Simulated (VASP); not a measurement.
Zr:

```
CELL_PARAMETERS angstrom
-1.81000 1.81000 1.81000
1.81000 -1.81000 1.81000
1.81000 1.81000 -1.81000
ATOMIC_POSITIONS crystal
Zr 0.00000 0.00000 0.00000
```

| Item | Value |
| --- | --- |
| Program | VASP 6.6.1 |
| Task | relaxation of cell and atoms |
| Functional | PBE |
| Potentials or basis | VASP PAW PBE potentials, release 64 (Zr_sv) |
| Cutoff | 600 eV |
| k mesh | 16 × 16 × 16 |
| Occupations | gaussian, width 0.1 eV |
| Spin | no spin polarisation |

At the start: pressure -3.1 GPa; volume 23.72 Å³/atom.

Problem. How do energy, volume and symmetry change on relaxing?

Solution. Over 3 steps the energy falls by 8.7 meV/atom and the volume is 22.85 Å³/atom (-3.7 %); space group Im-3m (No. 229, to 0.05 Å).

Step by step:
```tsv
step	energy change (eV)	largest force (eV/Å)	pressure (GPa)	volume (Å³)
1	0.0000	0.0000	-3.10	23.72
2	-0.0030	0.0000	2.75	22.18
3	-0.0087	0.0000	0.00	22.85
```

Final structure:
```
Zr
1.0
    -1.78767    1.78767    1.78767
     1.78767   -1.78767    1.78767
     1.78767    1.78767   -1.78767
Zr
1
Direct
  0.00000 0.00000 0.00000
```
